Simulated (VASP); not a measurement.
# Ti (Cmcm) in VASP: single point with r2SCAN

Aim: the single point of Ti with r2SCAN.

Everything below comes from runs of VASP 6.6.1. Logs are shortened: lines on timing, memory, paths and dates and some standing lists are left out, and cuts for length are marked.

### Step 1. The cell of the first run

Symmetry: Cmcm, No. 63, orthorhombic system. The conventional cell has a = 3.097 Å, b = 5.084 Å, c = 4.963 Å, α = 90.00°, β = 90.00°, γ = 90.00°. Ti (site symmetry m2m) has 12 Ti at 2.98 to 3.10 Å within 3.9 Å.

### Step 2. Single point, r2SCAN (normal strain along x +0.0550, normal strain along z +0.0700)

The input, POSCAR:

```
Ti
1.0
    3.0965177982      0.0000000000      0.0000000000
   -1.5482588991      2.5418607360      0.0000000000
    0.0000000000      0.0000000000      4.9631078732
Ti
2
Direct
    0.3333333333      0.6666666667      0.2500000000
    0.6666666667      0.3333333333      0.7500000000
```

The input, INCAR.step1:

```
ALGO = Normal
EDIFF = 1E-4
ENCUT = 520
GGA = PE
ISMEAR = 1
LASPH = T
LCHARG = F
LREAL = F
LWAVE = T
NBANDS = 19
NELM = 80
PREC = Accurate
SIGMA = 0.05
```

The input, INCAR.step2:

```
ALGO = Normal
EDIFF = 1E-6
ENCUT = 520
ISIF = 2
ISMEAR = 1
ISTART = 1
LASPH = T
LCHARG = F
LMIXTAU = T
LREAL = F
LWAVE = F
METAGGA = R2SCAN
NBANDS = 19
NELM = 80
PREC = Accurate
SIGMA = 0.05
```

The input, KPOINTS:

```
k-points
0
Gamma
  18 18 10
```

Potentials or basis: VASP PAW PBE potentials, release 64 (Ti_sv).

Launch:

```sh
$ cat potpaw_PBE.64/Ti_sv/POTCAR > POTCAR
$ cp INCAR.step1 INCAR
$ mpirun -np 1 vasp_std > vasp.out
$ cp INCAR.step2 INCAR
$ mpirun -np 1 vasp_std > vasp.out
```

OUTCAR:

```text
EDIFF = 1E-6
   ENCUT = 520
   ISIF = 2
   ISMEAR = 1
   ISTART = 1
   LASPH = T
   LREAL = F
   METAGGA = R2SCAN
   NELM = 80
   PREC = Accurate

 ion  position               nearest neighbor table
   1  0.333  0.667  0.250-
   2  0.667  0.333  0.750-

  Warning from LATTYP: Monoclinic adjustment (A1->A3, A2->A1, A3->A2)!
  LATTYP: Found a base centered orthorhombic cell.
 ALAT       =     3.0965177982
 B/A-ratio  =     1.6417543200
 C/A-ratio  =     1.6028029537

  Lattice vectors:

 A1 = (   1.5482588991,  -2.5418607360,   0.0000000000)
 A2 = (   1.5482588991,   2.5418607360,   0.0000000000)
 A3 = (   0.0000000000,   0.0000000000,   4.9631078732)

Analysis of symmetry for initial positions (statically):
=====================================================================
 Subroutine PRICEL returns:
 Original cell was already a primitive cell.

 Routine SETGRP: Setting up the symmetry group for a
 base centered orthorhombic supercell.

 Subroutine GETGRP returns: Found  8 space group operations
 (whereof  4 operations were pure point group operations)
 out of a pool of  8 trial point group operations.

The static configuration has the point symmetry C_2h.
 The point group associated with its full space group is D_2h.

Analysis of symmetry for dynamics (positions and initial velocities):
=====================================================================
 Subroutine PRICEL returns:
 Original cell was already a primitive cell.

 Routine SETGRP: Setting up the symmetry group for a
 base centered orthorhombic supercell.

 Subroutine GETGRP returns: Found  8 space group operations
 (whereof  4 operations were pure point group operations)
 out of a pool of  8 trial point group operations.

The dynamic configuration has the point symmetry C_2h.
 The point group associated with its full space group is D_2h.

 Subroutine INISYM returns: Found  8 space group operations
 (whereof  4 operations are pure point group operations),
 and found     1 'primitive' translations

----------------------------------------------------------------------------------------

                                     Primitive cell

  volume of cell :      39.0642

  direct lattice vectors                    reciprocal lattice vectors
     3.096517798  0.000000000  0.000000000     0.322943405  0.196706292  0.000000000
    -1.548258899  2.541860736  0.000000000     0.000000000  0.393412584  0.000000000
     0.000000000  0.000000000  4.963107873     0.000000000  0.000000000  0.201486654

  length of vectors
     3.096517798  2.976266389  4.963107873     0.378134642  0.393412584  0.201486654

  position of ions in fractional coordinates (direct lattice)
     0.333333333  0.666666667  0.250000000
     0.666666667  0.333333333  0.750000000

  ion indices of the primitive-cell ions
   primitive index   ion index
                 1           1
                 2           2

----------------------------------------------------------------------------------------

 KPOINTS: k-points

Automatic generation of k-mesh.
 Grid dimensions read from file:
 generate k-points for:   18   18   10

 Generating k-lattice:

  Cartesian coordinates                     Fractional coordinates (reciprocal lattice)
     0.017941300  0.010928127  0.000000000     0.055555556  0.000000000  0.000000000
     0.000000000  0.021856255  0.000000000     0.000000000  0.055555556  0.000000000
     0.000000000  0.000000000  0.020148665     0.000000000  0.000000000  0.100000000

  Length of vectors
     0.021007480  0.021856255  0.020148665

  Shift w.r.t. Gamma in fractional coordinates (k-lattice)
     0.000000000  0.000000000  0.000000000

 Subroutine IBZKPT returns following result:
 ===========================================

 Found    546 irreducible k-points:

 Following reciprocal coordinates:
            Coordinates               Weight
  0.000000  0.000000  0.000000      1.000000
  0.055556  0.000000  0.000000      4.000000
  0.111111  0.000000  0.000000      4.000000
  0.166667  0.000000  0.000000      4.000000
  0.222222  0.000000  0.000000      4.000000
  0.277778  0.000000  0.000000      4.000000
[... 16 lines left out ...]
 -0.333333  0.055556  0.000000      4.000000
 -0.277778  0.055556  0.000000      4.000000
 [... further k-points ...]
   k-points           NKPTS =    546   k-points in BZ     NKDIM =    546   number of bands    NBANDS=     19
   number of dos      NEDOS =    301   number of ions     NIONS =      2
   total plane-waves  NPLWV =  23040
   dimension x,y,z NGX =    24 NGY =   24 NGZ =   40
   dimension x,y,z NGXF=    48 NGYF=   48 NGZF=   80
   ions per type =               2
   NGX,Y,Z   is equivalent  to a cutoff of  12.89, 13.41, 13.40 a.u.
   NGXF,Y,Z  is equivalent  to a cutoff of  25.77, 26.81, 26.80 a.u.
 SYSTEM =  unknown system
   PREC   = accura    normal or accurate (medium, high low for compatibility)
   ISTART =      1    job   : 0-new  1-cont  2-samecut
   ICHARG =      0    charge: 1-file 2-atom 10-const
   ISPIN  =      1    spin polarized calculation?
   LNONCOLLINEAR =      F non collinear calculations
   LSORBIT =      F    spin-orbit coupling
   LASPH  =      T    aspherical Exc in radial PAW
   ENCUT  =  520.0 eV  38.22 Ry    6.18 a.u.   5.76  5.53  9.23*2*pi/ulx,y,z
   NELM   =     80;   NELMIN=  2; NELMDL=  0     # of ELM steps
   EDIFF  = 0.1E-05   stopping-criterion for ELM
   LREAL  =      F    real-space projection
   EDIFFG = 0.1E-04   stopping-criterion for IOM
   NSW    =      0    number of steps for IOM
   IBRION =     -1    ionic relax: 0-MD 1-quasi-New 2-CG
   NFREE  =      0    steps in history (QN), initial steepest desc. (CG)
   ISIF   =      2    stress and relaxation
   ISYM   =      2    0-nonsym 1-usesym 2-fastsym
   POTIM  = 0.5000    time-step for ionic-motion
   TEBEG  =    0.0;   TEEND  =   0.0 temperature during run
   PSTRESS=    0.0 pullay stress
   NELECT =      24.0000    total number of electrons
   NUPDOWN=      -1.0000    fix difference up-down
   EMIN   =  10.00;   EMAX   =-10.00  energy-range for DOS
   EFERMI =   0.00;   METHOD = LEGACY
   ISMEAR =     1;   SIGMA  =   0.05  broadening in eV -4-tet -1-fermi 0-gaus
   EFERMI_NEDOS =   21; number of points for ismear=-14 and -15
   IALGO  =     38    algorithm
   IMIX   =      4    mixing-type and parameters
     AMIX     =   0.40;   BMIX     =  1.00
     AMIX_MAG =   1.60;   BMIX_MAG =  1.00
  volume/ion in A,a.u.               =      19.53       131.81
  Fermi-wavevector in a.u.,A,eV,Ry     =   1.391721  2.629972 26.352958  1.936888
  Thomas-Fermi vector in A             =   2.515533
   LORBIT       =      0    0 simple, 1 ext, 2 COOP (PROOUT), +10 PAW based schemes
   METAGGA = R2SCAN    functional components
   LHFCALC =     F    Hartree Fock is set to
   AEXX    =    0.0000 exact exchange contribution
   IVDW    =     0    specifies the selected vdW correction
   LEPSILON=     F    determine dielectric tensor
   LRPA    =     F    only Hartree local field effects (RPA)
 non-spin polarized calculation
 Methfessel and Paxton  Order N= 1 SIGMA  =   0.05
  energy-cutoff  :      520.00
  volume of cell :       39.06
 maximum number of plane-waves:      1076
   NGX = 11   NGY = 11   NGZ = 19

 number of electron      23.9999992 magnetization

 Free energy of the ion-electron system (eV)
  ---------------------------------------------------
  ext. energy  EPLUGINS =         0.00000000
  ---------------------------------------------------
  free energy    TOTEN  =       -25.70145310 eV

  energy without entropy =      -25.70131260  energy(sigma->0) =      -25.70140627

 E-fermi :   7.2069     XC(G=0): -11.8074

 val. band max:        7.2056189871   @ k =   0.2222   0.2778   0.5000
 cond. band min:       7.2105194153   @ k =   0.1667   0.0000   0.1000
 fundamental gap:      0.0049004281
 Fermi energy:         7.2068971050

 k-point     1 :       0.0000    0.0000    0.0000
  band No.  band energies     occupation
      1     -52.2582      2.00000
      2     -52.1821      2.00000
      3     -27.6730      2.00000
      4     -27.2237      2.00000
      5     -27.2131      2.00000
      6     -27.1890      2.00000
[... 11 lines left out ...]
     18       9.0321      0.00000
     19      10.0970      0.00000

 k-point     2 :       0.0556    0.0000    0.0000
  band No.  band energies     occupation
      1     -52.2562      2.00000
      2     -52.1811      2.00000
      3     -27.6684      2.00000
      4     -27.2318      2.00000
      5     -27.2146      2.00000
      6     -27.1954      2.00000
[... 11 lines left out ...]
     18       8.9804      0.00000
     19      10.1816      0.00000

 k-point     3 :       0.1111    0.0000    0.0000
  band No.  band energies     occupation
      1     -52.2503      2.00000
      2     -52.1782      2.00000
      3     -27.6550      2.00000
      4     -27.2589      2.00000
      5     -27.2193      2.00000
      6     -27.2098      2.00000
[... 11 lines left out ...]
     18       8.8616      0.00000
     19      10.2407      0.00000

 k-point     4 :       0.1667    0.0000    0.0000
  band No.  band energies     occupation
      1     -52.2412      2.00000
      2     -52.1739      2.00000
      3     -27.6336      2.00000
      4     -27.3049      2.00000
      5     -27.2484      2.00000
      6     -27.2273      2.00000
[... 11 lines left out ...]
     18       8.9835      0.00000
     19      10.2981      0.00000

 k-point     5 :       0.2222    0.0000    0.0000
  band No.  band energies     occupation
      1     -52.2298      2.00000
      2     -52.1688      2.00000
      3     -27.6059      2.00000
      4     -27.3635      2.00000
      5     -27.3059      2.00000
      6     -27.2386      2.00000
[... 11 lines left out ...]
     18       9.2460      0.00000
     19      10.3501      0.00000

 k-point     6 :       0.2778    0.0000    0.0000
  band No.  band energies     occupation
      1     -52.2172      2.00000
      2     -52.1639      2.00000
      3     -27.5738      2.00000
      4     -27.4267      2.00000
      5     -27.3668      2.00000
      6     -27.2541      2.00000
[... 11 lines left out ...]
     18       9.5563      0.00000
     19      10.3913      0.00000

 k-point     7 :       0.3333    0.0000    0.0000
  band No.  band energies     occupation
      1     -52.2047      2.00000
      2     -52.1598      2.00000
      3     -27.5401      2.00000
      4     -27.4864      2.00000
      5     -27.4233      2.00000
      6     -27.2703      2.00000
[... 11 lines left out ...]
     18       9.8809      0.00000
     19      10.4208      0.00000

 k-point     8 :       0.3889    0.0000    0.0000
  band No.  band energies     occupation
      1     -52.1938      2.00000
      2     -52.1571      2.00000
      3     -27.5352      2.00000
      4     -27.5083      2.00000
      5     -27.4688      2.00000
      6     -27.2886      2.00000
[... 256 lines left out ...]
 k-point    20 :       0.5000    0.0556    0.0000
  band No.  band energies     occupation
      1     -52.1833      2.00000
      2     -52.1557      2.00000
      3     -27.5704      2.00000
      4     -27.5008      2.00000
      5     -27.4747      2.00000
      6     -27.3103      2.00000
[... 11 lines left out ...]
     18      10.4212      0.00000
     19      10.9151      0.00000

 k-point    21 :      -0.4444    0.0556    0.0000
  band No.  band energies     occupation
      1     -52.1892      2.00000
      2     -52.1565      2.00000
      3     -27.5466      2.00000
      4     -27.4935      2.00000
      5     -27.4780      2.00000
      6     -27.2981      2.00000
[... 11 lines left out ...]
     18      10.4148      0.00000
     19      10.4451      0.00000

 k-point    22 :      -0.3889    0.0556    0.0000
  band No.  band energies     occupation
      1     -52.1989      2.00000
      2     -52.1585      2.00000
      3     -27.5228      2.00000
      4     -27.5045      2.00000
      5     -27.4391      2.00000
      6     -27.2837      2.00000
[... 11 lines left out ...]
     18      10.1242      0.00000
     19      10.4021      0.00000

 k-point    23 :      -0.3333    0.0556    0.0000
  band No.  band energies     occupation
      1     -52.2108      2.00000
      2     -52.1620      2.00000
      3     -27.5561      2.00000
      4     -27.4493      2.00000
      5     -27.3889      2.00000
      6     -27.2694      2.00000
[... 11 lines left out ...]
     18       9.8078      0.00000
     19      10.3819      0.00000

 k-point    24 :      -0.2778    0.0556    0.0000
  band No.  band energies     occupation
      1     -52.2234      2.00000
      2     -52.1665      2.00000
      3     -27.5891      2.00000
      4     -27.3881      2.00000
      5     -27.3340      2.00000
      6     -27.2509      2.00000
[... 11 lines left out ...]
     18       9.4945      0.00000
     19      10.3530      0.00000

 [... further k-points ...]

------------------------ aborting loop because EDIFF is reached ----------------------------------------

  FORCE on cell =-STRESS in cart. coord.  units (eV):
  Direction    XX          YY          ZZ          XY          YZ          ZX
  --------------------------------------------------------------------------------------
  -------------------------------------------------------------------------------------
  Total       -3.1367223     -1.5230079     -3.4612134      0.0000000     -0.0000000      0.0000000
  in kB     -128.6493513    -62.4645601   -141.9580129      0.0000000     -0.0000000      0.0000000
  external PRESSURE =    -111.0239748 kB  Pullay stress =       0.0000000 kB

 VOLUME and BASIS-vectors are now :
 -----------------------------------------------------------------------------
  energy-cutoff  :      520.00
  volume of cell :       39.06
      direct lattice vectors                 reciprocal lattice vectors
     3.096517798  0.000000000  0.000000000     0.322943405  0.196706292  0.000000000
    -1.548258899  2.541860736  0.000000000     0.000000000  0.393412584  0.000000000
     0.000000000  0.000000000  4.963107873     0.000000000  0.000000000  0.201486654

 POSITION                                       TOTAL-FORCE (eV/Angst)
 -----------------------------------------------------------------------------------
     -0.00000      1.69457      1.24078        -0.000000     -0.139741      0.000000
      1.54826      0.84729      3.72233         0.000000      0.139741      0.000000
 -----------------------------------------------------------------------------------
    total drift:                                0.000000     -0.000000      0.000000

  FREE ENERGIE OF THE ION-ELECTRON SYSTEM (eV)
  ---------------------------------------------------
  free  energy   TOTEN  =       -25.7014531039 eV

  energy  without entropy=      -25.7013126027  energy(sigma->0) =      -25.70140627
```

It took 23 min on 1 thread of Intel Xeon 8259CL, shared host; peak memory 0.43 GiB.

What came out:

* Free energy: -25.7015 eV
* Pressure: -11.1 GPa
* Largest force: 0.140 eV/Å
* Band gap on the k mesh: zero (bands 12 and 13 overlap by 0.97 eV)

Forces in eV/Å, atoms in the order of the input:
```
Ti   0.000 -0.140  0.000
Ti   0.000  0.140  0.000
```

Levels at points of the mesh, in eV from the Fermi level:
| k point | band 10 | band 11 | band 12 | band 13 | band 14 | band 15 |
| --- | --- | --- | --- | --- | --- | --- |
| (0.00, 0.00, 0.00) | -2.64 | -0.05 | 0.52 | 0.63 | 0.94 | 1.14 |
| (0.50, 0.00, 0.00) | -1.94 | -1.69 | -0.88 | 0.39 | 0.85 | 0.90 |
| (0.00, 0.50, 0.00) | -1.97 | -1.67 | -0.56 | 0.51 | 0.53 | 1.14 |
| (0.00, 0.00, 0.50) | -4.64 | -0.09 | -0.09 | 0.52 | 0.52 | 1.07 |
| (0.50, 0.00, 0.50) | -2.40 | -0.84 | -0.84 | 0.88 | 0.88 | 1.86 |
| (0.00, 0.50, 0.50) | -2.34 | -0.79 | -0.79 | 1.24 | 1.24 | 1.59 |

Caveat: the cell differs from its parent crystal (normal strain along x +0.0550, normal strain along z +0.0700); the stress differs along the axes, from -14 to -6 GPa; the PAW data sets were made with another functional, which shifts forces and pressure a little.
